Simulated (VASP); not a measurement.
A run of VASP 6.6.1 is set up as follows.

File INCAR:

```
ALGO = Fast
EDIFF = 1E-8
ENCUT = 520
GGA = PE
ISIF = 2
ISMEAR = 0
LASPH = T
LCHARG = F
LEFG = T
LREAL = F
LWAVE = F
NBANDS = 8
NELM = 100
PREC = Accurate
SIGMA = 0.1
```

Contents of KPOINTS:

```
k-points
0
Gamma
  10 10 10
```

Contents of POSCAR:

```
Al
1.0
    0.0000000000      2.0194648466      2.0194648466
    2.0194648466      0.0000000000      2.0194648466
    2.0194648466      2.0194648466      0.0000000000
Al
1
Direct
    0.0000000000      0.0000000000      0.0000000000
```

Potentials or basis: VASP PAW PBE potentials, release 64 (Al).

Launch:

```console
$ cat potpaw_PBE.64/Al/POTCAR > POTCAR
$ mpirun -np 1 vasp_std > vasp.out
```

Task: What does it give for the pressure?

Result: -0.1 GPa.

Caveat: without QUAD_EFG the Cq values of the log hold for a quadrupole moment of 1 mb, not for the nuclei.
